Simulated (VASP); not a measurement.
Input of a VASP 6.6.1 run:

The input POSCAR:

```
Li3TaO4
1.0
   -2.0440878288      2.0440878288      4.2608224891
    2.0440878288     -2.0440878288      4.2608224891
    2.0440878288      2.0440878288     -4.2608224891
Li Ta O
3 1 4
Direct
    0.5000000000      0.5000000000      0.0000000000
    0.2500000000      0.7500000000      0.5000000000
    0.7500000000      0.2500000000      0.5000000000
    0.0000000000      0.0000000000      0.0000000000
    0.0000000000      0.5000000000      0.5000000000
    0.7750183256      0.7750183256      0.0000000000
    0.5000000000      0.0000000000      0.5000000000
    0.2249816744      0.2249816744      0.0000000000
```

INCAR.step1

```
SYSTEM = Li3TaO4
PREC     = Accurate       ! precision mode
ENCUT    = 520            ! plane-wave cutoff, eV
ISMEAR   = 0              ! smearing method
SIGMA    = 0.02           ! smearing width, eV
LREAL    = .False.        ! projectors in reciprocal space
LASPH    = .True.         ! aspherical terms in the spheres
NELM     = 60             ! most SCF steps
NBANDS   = 32             ! bands
GGA      = PE             ! functional
ALGO     = Normal         ! electronic algorithm
EDIFF    = 1E-4           ! SCF threshold, eV
LWAVE    = .True.         ! write WAVECAR
LCHARG   = .False.        ! write CHGCAR
```

INCAR.step2

```
SYSTEM = Li3TaO4
PREC     = Accurate       ! precision mode
ENCUT    = 520            ! plane-wave cutoff, eV
EDIFF    = 1E-6           ! SCF threshold, eV
ISMEAR   = 0              ! smearing method
SIGMA    = 0.02           ! smearing width, eV
LREAL    = .False.        ! projectors in reciprocal space
LASPH    = .True.         ! aspherical terms in the spheres
NELM     = 60             ! most SCF steps
ALGO     = Normal         ! electronic algorithm
ISIF     = 2              ! what is computed and relaxed
LWAVE    = .False.        ! write WAVECAR
LCHARG   = .True.         ! write CHGCAR
METAGGA  = R2SCAN         ! meta-GGA
LMIXTAU  = .True.       
LELF     = .True.         ! ELF
LVHAR    = .True.       
NBANDS   = 32             ! bands
ISTART   = 1
```

KPOINTS

```
regular mesh
0
Gamma
  10 10 10
  0 0 0
```

Potentials or basis: VASP PAW PBE potentials, release 64 (Li_sv, Ta_pv, O).

Launch:

```console
$ cat potpaw_PBE.64/Li_sv/POTCAR potpaw_PBE.64/Ta_pv/POTCAR potpaw_PBE.64/O/POTCAR > POTCAR
$ cp INCAR.step1 INCAR
$ mpirun -np 1 vasp_std > vasp.out
$ cp INCAR.step2 INCAR
$ mpirun -np 1 vasp_std > vasp.out
```

**Question.** What does it give for the largest force?

**Answer.** 0.184 eV/Å.

**Question.** Estimate the band gap on the k mesh.

**Answer.** 2.06 eV, indirect (least direct gap 2.14 eV).

Forces on the atoms (eV/Å):
```
Li   0.000  0.000  0.000
Li   0.000  0.000  0.000
Li   0.000  0.000  0.000
Ta   0.000  0.000  0.000
O    0.000  0.000  0.000
O    0.000  0.000 -0.184
O    0.000  0.000  0.000
O    0.000  0.000  0.184
```

Caveat: the PAW data sets were made with another functional, which shifts forces and pressure a little; spin-orbit coupling is left out, which moves the levels of the heavy elements. A k mesh can miss the band edges.
